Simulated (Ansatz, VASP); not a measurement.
# Two plane-wave programs on Ir

```
Ir
1.0
     0.00000    1.93518    1.93518
     1.93518    0.00000    1.93518
     1.93518    1.93518    0.00000
Ir
1
Direct
  0.00000 0.00000 0.00000
```

Alike in both runs: task single point; functional PBE; k mesh 22 × 22 × 22; occupations gaussian, width 0.15 eV; no spin polarisation.

|  | VASP | Ansatz |
| --- | --- | --- |
| version | VASP 6.6.1 | Ansatz 0.2.0 |
| potentials or method | VASP PAW PBE potentials, release 64 (Ir), cutoff 520 eV | scalar-relativistic, plane waves, PAW |
| valence electrons in the cell | 9 | 17 |

Ansatz gave:

- gap on the k mesh at the Fermi level (eV): none
- pressure (GPa): 0.1

Question: Which values does VASP return?

Answer: gap on the k mesh at the Fermi level (eV): none; pressure (GPa): 0.7.

A gap of «none» marks a metal or a gap that the smearing closes. VASP's potentials hold 9 valence electrons a cell and Ansatz's 17, so a difference there can come from the potentials and not from the codes.

Neither program's run includes spin-orbit coupling.
